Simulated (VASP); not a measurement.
# Li (P2_13) in VASP: relaxation of cell and atoms with LDA

Aim: the relaxation of cell and atoms of Li with LDA.

Program: VASP 6.6.1. These are calculated values, not measurements. Logs are shortened: lines on timing, memory, paths and dates and some standing lists are left out, and cuts for length are marked.

### Step 1. The cell of the first run

The structure is cubic, space group P2_13 (No. 198). The conventional cell has a = 4.454 Å, b = 4.454 Å, c = 4.454 Å, α = 90.00°, β = 90.00°, γ = 90.00°. Li (site symmetry 3) has 6 Li at 2.73 Å within 3.6 Å.

### Step 2. Relaxation of cell and atoms, LDA

Contents of INCAR:

```
SYSTEM = Li
PREC     = Accurate       ! precision mode
ENCUT    = 750            ! plane-wave cutoff, eV
EDIFF    = 1E-7           ! SCF threshold, eV
ISMEAR   = -1             ! smearing method
SIGMA    = 0.1            ! smearing width, eV
LREAL    = .False.        ! projectors in reciprocal space
LASPH    = .True.         ! aspherical terms in the spheres
NELM     = 120            ! most SCF steps
ALGO     = Normal         ! electronic algorithm
ISIF     = 3              ! what is computed and relaxed
LWAVE    = .False.        ! write WAVECAR
LCHARG   = .False.        ! write CHGCAR
GGA      = CA             ! functional
IBRION   = 2              ! ionic algorithm
NSW      = 60             ! ionic steps
EDIFFG   = -0.01          ! ionic threshold
GGA_COMPAT= .False.      
NELMIN   = 4
```

Contents of KPOINTS:

```
Automatic mesh
0
Gamma
  5 5 5
  0 0 0
```

Contents of POSCAR:

```
Li
1.0
    4.4544403300      0.0000000000      0.0000000000
    0.0000000000      4.4544403300      0.0000000000
    0.0000000000      0.0000000000      4.4544403300
Li
4
Direct
    0.8745679999      0.1254320001      0.6254320012
    0.3745680010      0.3745680010      0.3745680010
    0.1254320001      0.6254320012      0.8745679999
    0.6254320012      0.8745679999      0.1254320001
```

Potentials or basis: VASP PAW LDA potentials, release 64 (Li_sv).

On the command line:

```sh
> cat potpaw_LDA.64/Li_sv/POTCAR > POTCAR
> mpirun -np 1 vasp_std > vasp.out
```

OUTCAR:

```text
SYSTEM = Li
   PREC = Accurate
   ENCUT = 750
   EDIFF = 1E-7
   ISMEAR = -1
   LREAL = .False.
   LASPH = .True.
   NELM = 120
   ISIF = 3
   GGA = CA
   IBRION = 2
   NSW = 60
   EDIFFG = -0.01
   NELMIN = 4

 ion  position               nearest neighbor table
   1  0.875  0.125  0.625-
   2  0.375  0.375  0.375-
   3  0.125  0.625  0.875-
   4  0.625  0.875  0.125-

  LATTYP: Found a simple cubic cell.
 ALAT       =     4.4544403300

  Lattice vectors:

 A1 = (   4.4544403300,   0.0000000000,   0.0000000000)
 A2 = (   0.0000000000,   4.4544403300,   0.0000000000)
 A3 = (   0.0000000000,   0.0000000000,   4.4544403300)

Analysis of symmetry for initial positions (statically):
=====================================================================
 Subroutine PRICEL returns:
 Original cell was already a primitive cell.

 Routine SETGRP: Setting up the symmetry group for a
 simple cubic supercell.

 Subroutine GETGRP returns: Found 12 space group operations
 (whereof  3 operations were pure point group operations)
 out of a pool of 48 trial point group operations.

The static configuration has the point symmetry C_3 .
 The point group associated with its full space group is T   .

Analysis of symmetry for dynamics (positions and initial velocities):
=====================================================================
 Subroutine PRICEL returns:
 Original cell was already a primitive cell.

 Routine SETGRP: Setting up the symmetry group for a
 simple cubic supercell.

 Subroutine GETGRP returns: Found 12 space group operations
 (whereof  3 operations were pure point group operations)
 out of a pool of 48 trial point group operations.

The dynamic configuration has the point symmetry C_3 .
 The point group associated with its full space group is T   .

 Subroutine INISYM returns: Found 12 space group operations
 (whereof  3 operations are pure point group operations),
 and found     1 'primitive' translations

----------------------------------------------------------------------------------------

                                     Primitive cell

  volume of cell :      88.3852

  direct lattice vectors                    reciprocal lattice vectors
     4.454440330  0.000000000  0.000000000     0.224495094  0.000000000  0.000000000
     0.000000000  4.454440330  0.000000000     0.000000000  0.224495094  0.000000000
     0.000000000  0.000000000  4.454440330     0.000000000  0.000000000  0.224495094

  length of vectors
     4.454440330  4.454440330  4.454440330     0.224495094  0.224495094  0.224495094

  position of ions in fractional coordinates (direct lattice)
     0.874568000  0.125432000  0.625432001
     0.374568001  0.374568001  0.374568001
     0.125432000  0.625432001  0.874568000
     0.625432001  0.874568000  0.125432000

  ion indices of the primitive-cell ions
   primitive index   ion index
                 1           1
                 2           2
                 3           3
                 4           4

----------------------------------------------------------------------------------------

 KPOINTS: Automatic mesh

Automatic generation of k-mesh.
 Grid dimensions read from file:
 generate k-points for:    5    5    5

 Generating k-lattice:

  Cartesian coordinates                     Fractional coordinates (reciprocal lattice)
     0.044899019  0.000000000  0.000000000     0.200000000  0.000000000  0.000000000
     0.000000000  0.044899019  0.000000000     0.000000000  0.200000000  0.000000000
     0.000000000  0.000000000  0.044899019     0.000000000  0.000000000  0.200000000

  Length of vectors
     0.044899019  0.044899019  0.044899019

  Shift w.r.t. Gamma in fractional coordinates (k-lattice)
     0.000000000  0.000000000  0.000000000

 Subroutine IBZKPT returns following result:
 ===========================================

 Found     11 irreducible k-points:

 Following reciprocal coordinates:
            Coordinates               Weight
  0.000000  0.000000  0.000000      1.000000
  0.200000  0.000000  0.000000      6.000000
  0.400000  0.000000  0.000000      6.000000
  0.200000  0.200000  0.000000     12.000000
  0.400000  0.200000  0.000000     12.000000
 -0.200000  0.400000  0.000000     12.000000
  0.400000  0.400000  0.000000     12.000000
  0.200000  0.200000  0.200000      8.000000
  0.400000  0.200000  0.200000     24.000000
  0.400000  0.400000  0.200000     24.000000
  0.400000  0.400000  0.400000      8.000000
   k-points           NKPTS =     11   k-points in BZ     NKDIM =     11   number of bands    NBANDS=     10
   number of dos      NEDOS =    301   number of ions     NIONS =      4
   total plane-waves  NPLWV =  64000
   dimension x,y,z NGX =    40 NGY =   40 NGZ =   40
   dimension x,y,z NGXF=    80 NGYF=   80 NGZF=   80
   ions per type =               4
   NGX,Y,Z   is equivalent  to a cutoff of  14.93, 14.93, 14.93 a.u.
   NGXF,Y,Z  is equivalent  to a cutoff of  29.86, 29.86, 29.86 a.u.
 SYSTEM =  Li
   PREC   = accura    normal or accurate (medium, high low for compatibility)
   ISTART =      0    job   : 0-new  1-cont  2-samecut
   ICHARG =      2    charge: 1-file 2-atom 10-const
   ISPIN  =      1    spin polarized calculation?
   LNONCOLLINEAR =      F non collinear calculations
   LSORBIT =      F    spin-orbit coupling
   LASPH  =      T    aspherical Exc in radial PAW
   ENCUT  =  750.0 eV  55.12 Ry    7.42 a.u.   9.95  9.95  9.95*2*pi/ulx,y,z
   NELM   =    120;   NELMIN=  4; NELMDL= -5     # of ELM steps
   EDIFF  = 0.1E-06   stopping-criterion for ELM
   LREAL  =      F    real-space projection
   EDIFFG = -.1E-01   stopping-criterion for IOM
   NSW    =     60    number of steps for IOM
   IBRION =      2    ionic relax: 0-MD 1-quasi-New 2-CG
   NFREE  =      1    steps in history (QN), initial steepest desc. (CG)
   ISIF   =      3    stress and relaxation
   ISYM   =      2    0-nonsym 1-usesym 2-fastsym
   POTIM  = 0.5000    time-step for ionic-motion
   TEBEG  =    0.0;   TEEND  =   0.0 temperature during run
   PSTRESS=    0.0 pullay stress
   NELECT =      12.0000    total number of electrons
   NUPDOWN=      -1.0000    fix difference up-down
   EMIN   =  10.00;   EMAX   =-10.00  energy-range for DOS
   EFERMI =   0.00;   METHOD = LEGACY
   ISMEAR =    -1;   SIGMA  =   0.10  broadening in eV -4-tet -1-fermi 0-gaus
   EFERMI_NEDOS =   21; number of points for ismear=-14 and -15
   IALGO  =     38    algorithm
   IMIX   =      4    mixing-type and parameters
     AMIX     =   0.40;   BMIX     =  1.00
     AMIX_MAG =   1.60;   BMIX_MAG =  1.00
  volume/ion in A,a.u.               =      22.10       149.11
  Fermi-wavevector in a.u.,A,eV,Ry     =   0.841412  1.590038  9.632576  0.707974
  Thomas-Fermi vector in A             =   1.955952
   LORBIT       =      0    0 simple, 1 ext, 2 COOP (PROOUT), +10 PAW based schemes
   GGA     = CA    functional components
   LHFCALC =     F    Hartree Fock is set to
   AEXX    =    0.0000 exact exchange contribution
   IVDW    =     0    specifies the selected vdW correction
   LEPSILON=     F    determine dielectric tensor
   LRPA    =     F    only Hartree local field effects (RPA)
 conjugate gradient relaxation of ions
 non-spin polarized calculation
  energy-cutoff  :      750.00
  volume of cell :       88.39
 maximum number of plane-waves:      4130
   NGX = 19   NGY = 19   NGZ = 19

--------------------------------------- Ionic step        1  -------------------------------------------

 number of electron      11.9999977 magnetization

 Free energy of the ion-electron system (eV)
  ---------------------------------------------------
  ext. energy  EPLUGINS =         0.00000000
  ---------------------------------------------------
  free energy    TOTEN  =        -7.12732269 eV

  energy without entropy =       -7.06024005  energy(sigma->0) =       -7.09378137

------------------------ aborting loop because EDIFF is reached ----------------------------------------

  FORCE on cell =-STRESS in cart. coord.  units (eV):
  Direction    XX          YY          ZZ          XY          YZ          ZX
  --------------------------------------------------------------------------------------
  -------------------------------------------------------------------------------------
  Total       -0.3180045     -0.3180045     -0.3180045      0.0000000      0.0000000      0.0000000
  in kB       -5.7645374     -5.7645374     -5.7645374      0.0000000      0.0000000      0.0000000
  external PRESSURE =      -5.7645374 kB  Pullay stress =       0.0000000 kB

 VOLUME and BASIS-vectors are now :
 -----------------------------------------------------------------------------
  energy-cutoff  :      750.00
  volume of cell :       88.39
      direct lattice vectors                 reciprocal lattice vectors
     4.454440330  0.000000000  0.000000000     0.224495094  0.000000000  0.000000000
     0.000000000  4.454440330  0.000000000     0.000000000  0.224495094  0.000000000
     0.000000000  0.000000000  4.454440330     0.000000000  0.000000000  0.224495094
[... 77 lines left out ...]
 POSITION                                       TOTAL-FORCE (eV/Angst)
 -----------------------------------------------------------------------------------
      3.83541      0.55069      2.74374        -0.003741      0.003741      0.003741
      1.64236      1.64236      1.64236        -0.003741     -0.003741     -0.003741
      0.55069      2.74374      3.83541         0.003741      0.003741     -0.003741
      2.74374      3.83541      0.55069         0.003741     -0.003741      0.003741
 -----------------------------------------------------------------------------------
    total drift:                               -0.000003     -0.000006      0.000006

  FREE ENERGIE OF THE ION-ELECTRON SYSTEM (eV)
  ---------------------------------------------------
  free  energy   TOTEN  =        -7.1365404640 eV

  energy  without entropy=       -7.0677207742  energy(sigma->0) =       -7.10213062

--------------------------------------- Ionic step        4  -------------------------------------------

 number of electron      12.0000002 magnetization

 Free energy of the ion-electron system (eV)
  ---------------------------------------------------
  ext. energy  EPLUGINS =         0.00000000
  ---------------------------------------------------
  free energy    TOTEN  =        -7.13708761 eV

  energy without entropy =       -7.06765991  energy(sigma->0) =       -7.10237376

 E-fermi :   0.7363     XC(G=0):  -7.0709

 val. band max:        0.6192908829   @ k =   0.4000   0.4000   0.0000
 cond. band min:       0.7478666321   @ k =   0.4000   0.4000   0.2000
 fundamental gap:      0.1285757492
 Fermi energy:         0.7362816282

 k-point     1 :       0.0000    0.0000    0.0000
  band No.  band energies     occupation
      1     -45.5503      2.00000
      2     -45.4945      2.00000
      3     -45.4945      2.00000
      4     -45.4945      2.00000
      5      -2.8982      2.00000
      6       2.8878      0.00000
      7       2.8878      0.00000
      8       2.8878      0.00000
      9       3.0708      0.00000
     10       3.0708      0.00000

 k-point     2 :       0.2000    0.0000    0.0000
  band No.  band energies     occupation
      1     -45.5462      2.00000
      2     -45.5056      2.00000
      3     -45.4932      2.00000
      4     -45.4886      2.00000
      5      -2.6678      2.00000
      6       0.8780      0.39015
      7       2.9046      0.00000
      8       2.9532      0.00000
      9       3.3134      0.00000
     10       3.3390      0.00000
[... 137 lines left out ...]
 POSITION                                       TOTAL-FORCE (eV/Angst)
 -----------------------------------------------------------------------------------
      3.81631      0.54815      2.73037        -0.004024      0.004024      0.004024
      1.63408      1.63408      1.63408        -0.004024     -0.004024     -0.004024
      0.54815      2.73037      3.81631         0.004024      0.004024     -0.004024
      2.73037      3.81631      0.54815         0.004024     -0.004024      0.004024
 -----------------------------------------------------------------------------------
    total drift:                               -0.000003     -0.000006      0.000006

  FREE ENERGIE OF THE ION-ELECTRON SYSTEM (eV)
  ---------------------------------------------------
  free  energy   TOTEN  =        -7.1370876052 eV

  energy  without entropy=       -7.0676599095  energy(sigma->0) =       -7.10237376

 reached required accuracy - stopping structural energy minimisation
```

It took 29 s on 1 thread of Intel Xeon Platinum 8375C at 2.90GHz (Ice Lake), shared host; peak memory 0.18 GiB.

What came out:

```yaml
Free_energy: -7.1371 eV
Relaxed_volume: 20.78 Å³/atom
Relaxed_cell: a = 4.364 Å, b = 4.364 Å, c = 4.364 Å, α = 90.00°, β = 90.00°, γ = 90.00°
Space_group_after_relaxing_to_0.1_Å: P4_132 (No. 213)
Energy_gained_by_relaxing: 2.4 meV/atom
Ionic_steps: 4
Pressure_after_relaxing: 0.0 GPa
Largest_force_after_relaxing: 0.007 eV/Å
Band_gap_on_the_k_mesh: zero (bands 6 and 7 overlap by 2.27 eV)
```

Forces on the atoms (eV/Å):
```
Li  -0.004  0.004  0.004
Li  -0.004 -0.004 -0.004
Li   0.004  0.004 -0.004
Li   0.004 -0.004  0.004
```

Step by step:
```tsv
step	energy change (eV)	largest force (eV/Å)	pressure (GPa)	volume (Å³)
1	0.0000	0.0049	-0.58	88.39
2	-0.0033	0.0052	-0.48	87.37
3	-0.0092	0.0065	-0.15	84.38
4	-0.0098	0.0070	0.01	83.14
```

Final structure:
```yaml
crystal:
  lattice:
    - [4.36446, 0.00000, 0.00000]
    - [0.00000, 4.36446, 0.00000]
    - [0.00000, 0.00000, 4.36446]
  atoms:
    - { symbol: Li, position: [0.87441, 0.12559, 0.62559] }
    - { symbol: Li, position: [0.37441, 0.37441, 0.37441] }
    - { symbol: Li, position: [0.12559, 0.62559, 0.87441] }
    - { symbol: Li, position: [0.62559, 0.87441, 0.12559] }
```

The gap in the log of VASP goes by the Fermi energy; the results here count the filled bands.